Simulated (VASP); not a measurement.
ZnO, 4 atoms in the cell. The structure is hexagonal, space group P6_3mc (No. 186). The conventional cell has a = 3.184 Å, b = 3.184 Å, c = 5.204 Å, α = 90.00°, β = 90.00°, γ = 120.00°. Zn (site symmetry 3m) has 4 O at 1.94 to 1.99 Å within 2.6 Å. Within 2.6 Å of O (site symmetry 3m) lie 4 Zn at 1.94 to 1.99 Å.  This cell differs from its parent crystal: equal xx and yy strain of -2 %.

| Item | Value |
| --- | --- |
| Program | VASP 6.6.1 |
| Task | single point |
| Functional | PBE |
| Potentials or basis | VASP PAW PBE potentials, release 64 (Zn, O) |
| Cutoff | 520 eV |
| k mesh | 11 × 11 × 6 |
| Occupations | fermi-dirac, width 0.02 eV |
| Spin | no spin polarisation |
| Dipole correction | no |
| Further INCAR settings | ALGO = Normal; EDIFF = 1e-07; NBANDS = 26 |

Potentials or basis: VASP PAW PBE potentials, release 64 (Zn, O).

Run with:

```console
$ cat potpaw_PBE.64/Zn/POTCAR potpaw_PBE.64/O/POTCAR > POTCAR
$ mpirun -np 1 vasp_std > vasp.out
```

Hardware: 1 thread of Intel Xeon 8259CL, on a shared host.

Question: How long does it take, and how much memory?

Answer: Wall time 96 s on 1 thread of Intel Xeon 8259CL, on a shared host, peak memory 0.2 GiB. Counts: scf iterations 16, k points 64.
